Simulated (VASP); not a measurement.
# Zr (Im-3m) in VASP: further runs

Zr is run at these levels: LDA; tasks: single point.

All numbers are computed with VASP 6.6.1; they aren't measurements. Logs are shortened: lines on timing, memory, paths and dates and some standing lists are left out, and cuts for length are marked.

**1. The cell of the first run**

Symmetry: Im-3m, No. 229, cubic system. The conventional cell has a = 3.534 Å, b = 3.534 Å, c = 3.534 Å, α = 90.00°, β = 90.00°, γ = 90.00°. Within 4.0 Å of Zr (site symmetry m-3m) lie 14 Zr at 3.06 to 3.53 Å.

**2. Single point, LDA (volume scaled by 1.04)**

Input file INCAR:

```
SYSTEM = Zr
ALGO = Normal ; EDIFF = 1E-6
ENCUT = 520 ; GGA = CA
ISIF = 2 ; ISMEAR = -1
LASPH = .True. ; LCHARG = .False.
LREAL = .False. ; LWAVE = .False.
NBANDS = 12 ; NELM = 100
PREC = Accurate ; SIGMA = 0.1
```

Input file KPOINTS:

```
k-points
0
Gamma
  21 21 21
  0 0 0
```

Input file POSCAR:

```
Zr
1.0
   -1.7667524520      1.7667524520      1.7667524520
    1.7667524520     -1.7667524520      1.7667524520
    1.7667524520      1.7667524520     -1.7667524520
Zr
1
Direct
    0.0000000000      0.0000000000      0.0000000000
```

Potentials or basis: VASP PAW LDA potentials, release 64 (Zr_sv).

Launch:

```bash
$ cat potpaw_LDA.64/Zr_sv/POTCAR > POTCAR
$ mpirun -np 1 vasp_std > vasp.out
```

OUTCAR:

```text
SYSTEM = Zr
   EDIFF = 1E-6
   ENCUT = 520
   GGA = CA
   ISIF = 2
   ISMEAR = -1
   LASPH = .True.
   LREAL = .False.
   NELM = 100
   PREC = Accurate

 ion  position               nearest neighbor table
   1  0.000  0.000  0.000-

  LATTYP: Found a body centered cubic cell.
 ALAT       =     3.5335049040

  Lattice vectors:

 A1 = (  -1.7667524520,   1.7667524520,   1.7667524520)
 A2 = (   1.7667524520,  -1.7667524520,   1.7667524520)
 A3 = (   1.7667524520,   1.7667524520,  -1.7667524520)

Analysis of symmetry for initial positions (statically):
=====================================================================
 Subroutine PRICEL returns:
 Original cell was already a primitive cell.

 Routine SETGRP: Setting up the symmetry group for a
 body centered cubic supercell.

 Subroutine GETGRP returns: Found 48 space group operations
 (whereof 48 operations were pure point group operations)
 out of a pool of 48 trial point group operations.

The static configuration has the point symmetry O_h .

Analysis of symmetry for dynamics (positions and initial velocities):
=====================================================================
 Subroutine PRICEL returns:
 Original cell was already a primitive cell.

 Routine SETGRP: Setting up the symmetry group for a
 body centered cubic supercell.

 Subroutine GETGRP returns: Found 48 space group operations
 (whereof 48 operations were pure point group operations)
 out of a pool of 48 trial point group operations.

The dynamic configuration has the point symmetry O_h .

 Subroutine INISYM returns: Found 48 space group operations
 (whereof 48 operations are pure point group operations),
 and found     1 'primitive' translations

----------------------------------------------------------------------------------------

                                     Primitive cell

  volume of cell :      22.0591

  direct lattice vectors                    reciprocal lattice vectors
    -1.766752452  1.766752452  1.766752452     0.000000000  0.283005126  0.283005126
     1.766752452 -1.766752452  1.766752452     0.283005126  0.000000000  0.283005126
     1.766752452  1.766752452 -1.766752452     0.283005126  0.283005126  0.000000000

  length of vectors
     3.060105011  3.060105011  3.060105011     0.400229687  0.400229687  0.400229687

[... 77 lines left out ...]
   NELM   =    100;   NELMIN=  2; NELMDL= -5     # of ELM steps
   EDIFF  = 0.1E-05   stopping-criterion for ELM
   LREAL  =      F    real-space projection
   EDIFFG = 0.1E-04   stopping-criterion for IOM
   NSW    =      0    number of steps for IOM
   IBRION =     -1    ionic relax: 0-MD 1-quasi-New 2-CG
   NFREE  =      0    steps in history (QN), initial steepest desc. (CG)
   ISIF   =      2    stress and relaxation
   ISYM   =      2    0-nonsym 1-usesym 2-fastsym
   POTIM  = 0.5000    time-step for ionic-motion
   TEBEG  =    0.0;   TEEND  =   0.0 temperature during run
   PSTRESS=    0.0 pullay stress
   NELECT =      12.0000    total number of electrons
   NUPDOWN=      -1.0000    fix difference up-down
   EMIN   =  10.00;   EMAX   =-10.00  energy-range for DOS
   EFERMI =   0.00;   METHOD = LEGACY
   ISMEAR =    -1;   SIGMA  =   0.10  broadening in eV -4-tet -1-fermi 0-gaus
   EFERMI_NEDOS =   21; number of points for ismear=-14 and -15
   IALGO  =     38    algorithm
   IMIX   =      4    mixing-type and parameters
     AMIX     =   0.40;   BMIX     =  1.00
     AMIX_MAG =   1.60;   BMIX_MAG =  1.00
  volume/ion in A,a.u.               =      22.06       148.86
  Fermi-wavevector in a.u.,A,eV,Ry     =   1.336409  2.525448 24.299873  1.785990
  Thomas-Fermi vector in A             =   2.465038
   LORBIT       =      0    0 simple, 1 ext, 2 COOP (PROOUT), +10 PAW based schemes
   GGA     = CA    functional components
   LHFCALC =     F    Hartree Fock is set to
   AEXX    =    0.0000 exact exchange contribution
   IVDW    =     0    specifies the selected vdW correction
   LEPSILON=     F    determine dielectric tensor
   LRPA    =     F    only Hartree local field effects (RPA)
 non-spin polarized calculation
  energy-cutoff  :      520.00
  volume of cell :       22.06
 maximum number of plane-waves:       612
   NGX = 11   NGY = 11   NGZ = 11

 number of electron      12.0000000 magnetization

 Free energy of the ion-electron system (eV)
  ---------------------------------------------------
  ext. energy  EPLUGINS =         0.00000000
  ---------------------------------------------------
  free energy    TOTEN  =        -9.26424487 eV

  energy without entropy =       -9.20804588  energy(sigma->0) =       -9.23614538

 E-fermi :   9.1050     XC(G=0): -11.5361

 val. band max:        9.1012103364   @ k =   0.1905   0.1905   0.0000
 cond. band min:       9.1053011047   @ k =   0.2857   0.2857   0.0476
 fundamental gap:      0.0040907683
 Fermi energy:         9.1050023915

 k-point     1 :       0.0000    0.0000    0.0000
  band No.  band energies     occupation
      1     -38.9984      2.00000
      2     -16.5606      2.00000
      3     -16.5606      2.00000
      4     -16.5606      2.00000
      5       3.6932      2.00000
      6      10.2255      0.00003
      7      10.2255      0.00003
      8      10.2255      0.00003
      9      12.8633      0.00000
     10      12.8633      0.00000
     11      21.7238      0.00000
     12      21.7238      0.00000
[... 331 lines left out ...]
 k-point    24 :       0.1905    0.0952    0.0000
  band No.  band energies     occupation
      1     -38.9010      2.00000
      2     -17.1564      2.00000
      3     -16.7357      2.00000
      4     -16.6004      2.00000
      5       5.5895      2.00000
      6       9.1952      0.57729
      7       9.3755      0.12541
      8      12.0977      0.00000
      9      12.4752      0.00000
     10      13.2141      0.00000
     11      22.3758      0.00000
     12      23.4590      0.00000

 [... further k-points ...]
[... 5 lines left out ...]
  --------------------------------------------------------------------------------------
  -------------------------------------------------------------------------------------
  Total       -0.5100134     -0.5100134     -0.5100134      0.0000000     -0.0000000     -0.0000000
  in kB      -37.0429070    -37.0429070    -37.0429070      0.0000000     -0.0000000     -0.0000000
  external PRESSURE =     -37.0429070 kB  Pullay stress =       0.0000000 kB

 VOLUME and BASIS-vectors are now :
 -----------------------------------------------------------------------------
  energy-cutoff  :      520.00
  volume of cell :       22.06
      direct lattice vectors                 reciprocal lattice vectors
    -1.766752452  1.766752452  1.766752452     0.000000000  0.283005126  0.283005126
     1.766752452 -1.766752452  1.766752452     0.283005126  0.000000000  0.283005126
     1.766752452  1.766752452 -1.766752452     0.283005126  0.283005126  0.000000000

 POSITION                                       TOTAL-FORCE (eV/Angst)
 -----------------------------------------------------------------------------------
      0.00000      0.00000      0.00000        -0.000000      0.000000     -0.000000
 -----------------------------------------------------------------------------------
    total drift:                                0.000000      0.000000     -0.000000

  FREE ENERGIE OF THE ION-ELECTRON SYSTEM (eV)
  ---------------------------------------------------
  free  energy   TOTEN  =        -9.2642448722 eV

  energy  without entropy=       -9.2080458839  energy(sigma->0) =       -9.23614538
```

stdout:

```text
POSCAR found type information on POSCAR Zr
 POSCAR found :  1 types and       1 ions
 scaLAPACK will be used
 LDA part: xc-table for (Slater(with rela. corr.)+CA(PZ))
 , standard interpolation
 POSCAR, INCAR and KPOINTS ok, starting setup
 FFT: planning ... GRIDC
 FFT: planning ... GRID_SOFT
 FFT: planning ... GRID
 WAVECAR not read
 entering main loop
```

It took 24 s on 1 thread of Intel Xeon Platinum 8488C (Sapphire Rapids), shared host; peak memory 0.18 GiB.

Results:

```yaml
Free_energy: -9.2642 eV
Pressure: -3.7 GPa
Band_gap_on_the_k_mesh: zero (band 6 reaches 10.23 eV, above the bottom of band 7 at 8.36 eV)
```

Levels at points of the mesh, in eV from the Fermi level:
```csv
k point,band 3,band 4,band 5,band 6,band 7,band 8,band 9,band 10
"(0.00, 0.00, 0.00)",-25.67,-25.67,-5.41,1.12,1.12,1.12,3.76,3.76
```

**3. Single point, LDA (volume scaled by 1.08)**

Input file INCAR:

```
SYSTEM = Zr
  PREC = Accurate
  ENCUT = 520
  EDIFF = 1E-7
  ISMEAR = -1
  SIGMA = 0.1
  LREAL = .False.
  LASPH = .True.
  NELM = 80
  ALGO = Normal
  ISIF = 2
  LWAVE = .False.
  LCHARG = .True.
  GGA = CA
  LELF = .True.
  LVHAR = .True.
  NBANDS = 12
```

Input file KPOINTS:

```
regular mesh
0
Gamma
  21 21 21
  0 0 0
```

Input file POSCAR:

```
Zr
1.0
   -1.7891187815      1.7891187815      1.7891187815
    1.7891187815     -1.7891187815      1.7891187815
    1.7891187815      1.7891187815     -1.7891187815
Zr
1
Direct
    0.0000000000      0.0000000000      0.0000000000
```

Potentials or basis: VASP PAW LDA potentials, release 64 (Zr_sv).

Launch:

```bash
$ cat potpaw_LDA.64/Zr_sv/POTCAR > POTCAR
$ mpirun -np 1 vasp_std > vasp.out
```

OUTCAR:

```text
SYSTEM = Zr
   PREC = Accurate
   ENCUT = 520
   EDIFF = 1E-7
   ISMEAR = -1
   LREAL = .False.
   LASPH = .True.
   NELM = 80
   ISIF = 2
   GGA = CA

 ion  position               nearest neighbor table
   1  0.000  0.000  0.000-

  LATTYP: Found a body centered cubic cell.
 ALAT       =     3.5782375630

  Lattice vectors:

 A1 = (  -1.7891187815,   1.7891187815,   1.7891187815)
 A2 = (   1.7891187815,  -1.7891187815,   1.7891187815)
 A3 = (   1.7891187815,   1.7891187815,  -1.7891187815)

Analysis of symmetry for initial positions (statically):
=====================================================================
 Subroutine PRICEL returns:
 Original cell was already a primitive cell.

 Routine SETGRP: Setting up the symmetry group for a
 body centered cubic supercell.

 Subroutine GETGRP returns: Found 48 space group operations
 (whereof 48 operations were pure point group operations)
 out of a pool of 48 trial point group operations.

The static configuration has the point symmetry O_h .

Analysis of symmetry for dynamics (positions and initial velocities):
=====================================================================
 Subroutine PRICEL returns:
 Original cell was already a primitive cell.

 Routine SETGRP: Setting up the symmetry group for a
 body centered cubic supercell.

 Subroutine GETGRP returns: Found 48 space group operations
 (whereof 48 operations were pure point group operations)
 out of a pool of 48 trial point group operations.

The dynamic configuration has the point symmetry O_h .

 Subroutine INISYM returns: Found 48 space group operations
 (whereof 48 operations are pure point group operations),
 and found     1 'primitive' translations

----------------------------------------------------------------------------------------

                                     Primitive cell
[... 107 lines left out ...]
   IMIX   =      4    mixing-type and parameters
     AMIX     =   0.40;   BMIX     =  1.00
     AMIX_MAG =   1.60;   BMIX_MAG =  1.00
  volume/ion in A,a.u.               =      22.91       154.59
  Fermi-wavevector in a.u.,A,eV,Ry     =   1.319703  2.493876 23.696110  1.741615
  Thomas-Fermi vector in A             =   2.449582
   LORBIT       =      0    0 simple, 1 ext, 2 COOP (PROOUT), +10 PAW based schemes
   GGA     = CA    functional components
   LHFCALC =     F    Hartree Fock is set to
   AEXX    =    0.0000 exact exchange contribution
   IVDW    =     0    specifies the selected vdW correction
   LEPSILON=     F    determine dielectric tensor
   LRPA    =     F    only Hartree local field effects (RPA)
 non-spin polarized calculation
  energy-cutoff  :      520.00
  volume of cell :       22.91
 maximum number of plane-waves:       632
   NGX = 11   NGY = 11   NGZ = 11

 number of electron      12.0000000 magnetization

 Free energy of the ion-electron system (eV)
  ---------------------------------------------------
  ext. energy  EPLUGINS =         0.00000000
  ---------------------------------------------------
  free energy    TOTEN  =        -9.23667744 eV

  energy without entropy =       -9.17618642  energy(sigma->0) =       -9.20643193

 E-fermi :   8.6796     XC(G=0): -11.3628

 val. band max:        8.6687012008   @ k =  -0.4286  -0.4286   0.1429
 cond. band min:       8.6806421413   @ k =  -0.4762   0.4762   0.1429
 fundamental gap:      0.0119409404
 Fermi energy:         8.6796082086

 k-point     1 :       0.0000    0.0000    0.0000
  band No.  band energies     occupation
      1     -39.4952      2.00000
      2     -17.1190      2.00000
      3     -17.1190      2.00000
      4     -17.1190      2.00000
      5       3.3198      2.00000
      6       9.7790      0.00003
      7       9.7790      0.00003
      8       9.7790      0.00003
      9      12.3113      0.00000
     10      12.3113      0.00000
     11      21.1741      0.00000
     12      21.1741      0.00000
[... 331 lines left out ...]
 k-point    24 :       0.1905    0.0952    0.0000
  band No.  band energies     occupation
      1     -39.4116      2.00000
      2     -17.6472      2.00000
      3     -17.2750      2.00000
      4     -17.1540      2.00000
      5       5.1594      2.00000
      6       8.7986      0.46645
      7       8.9612      0.11289
      8      11.5840      0.00000
      9      11.9203      0.00000
     10      12.6395      0.00000
     11      21.7015      0.00000
     12      22.6656      0.00000

 [... further k-points ...]
[... 5 lines left out ...]
  --------------------------------------------------------------------------------------
  -------------------------------------------------------------------------------------
  Total       -0.9641366     -0.9641366     -0.9641366      0.0000000     -0.0000000     -0.0000000
  in kB      -67.4328687    -67.4328687    -67.4328687      0.0000000     -0.0000000     -0.0000000
  external PRESSURE =     -67.4328687 kB  Pullay stress =       0.0000000 kB

 VOLUME and BASIS-vectors are now :
 -----------------------------------------------------------------------------
  energy-cutoff  :      520.00
  volume of cell :       22.91
      direct lattice vectors                 reciprocal lattice vectors
    -1.789118782  1.789118782  1.789118782     0.000000000  0.279467191  0.279467191
     1.789118782 -1.789118782  1.789118782     0.279467191  0.000000000  0.279467191
     1.789118782  1.789118782 -1.789118782     0.279467191  0.279467191  0.000000000

 POSITION                                       TOTAL-FORCE (eV/Angst)
 -----------------------------------------------------------------------------------
      0.00000      0.00000      0.00000        -0.000000     -0.000000      0.000000
 -----------------------------------------------------------------------------------
    total drift:                                0.000000      0.000000      0.000000

  FREE ENERGIE OF THE ION-ELECTRON SYSTEM (eV)
  ---------------------------------------------------
  free  energy   TOTEN  =        -9.2366774432 eV

  energy  without entropy=       -9.1761864190  energy(sigma->0) =       -9.20643193
```

OSZICAR:

```text
N       E                     dE             d eps       ncg     rms          rms(c)
DAV:   1     0.856197693080E+02    0.85620E+02   -0.68964E+03  6888   0.998E+02
DAV:   2    -0.655546107489E+01   -0.92175E+02   -0.89605E+02  7916   0.270E+02
DAV:   3    -0.951652956982E+01   -0.29611E+01   -0.29127E+01 10224   0.411E+01
DAV:   4    -0.958621943919E+01   -0.69690E-01   -0.69646E-01  7944   0.588E+00
DAV:   5    -0.958768394587E+01   -0.14645E-02   -0.14645E-02  9740   0.651E-01    0.105E+01
DAV:   6    -0.929090762147E+01    0.29678E+00   -0.37612E-01  7580   0.546E+00    0.420E+00
DAV:   7    -0.923556913255E+01    0.55338E-01   -0.17074E-01  8444   0.344E+00    0.630E-01
DAV:   8    -0.923666808255E+01   -0.10990E-02   -0.93915E-03  8080   0.111E+00    0.800E-02
DAV:   9    -0.923668300139E+01   -0.14919E-04   -0.25631E-04  8724   0.151E-01    0.179E-02
DAV:  10    -0.923667732198E+01    0.56794E-05   -0.17014E-05  7908   0.432E-02    0.117E-02
DAV:  11    -0.923667746052E+01   -0.13854E-06   -0.13838E-06  7960   0.120E-02    0.139E-03
DAV:  12    -0.923667744321E+01    0.17306E-07   -0.50957E-08  5468   0.226E-03
   1 F= -.92366774E+01 E0= -.92064319E+01  d E =-.604910E-01
```

It took 35 s on 1 thread of Intel Xeon Platinum 8488C (Sapphire Rapids), shared host; peak memory 0.19 GiB.

What came out:

* Free energy: -9.2367 eV
* Pressure: -6.7 GPa
* Band gap on the k mesh: zero (band 6 reaches 9.78 eV, above the bottom of band 7 at 7.94 eV)

(Continued in part 2 of 2.)
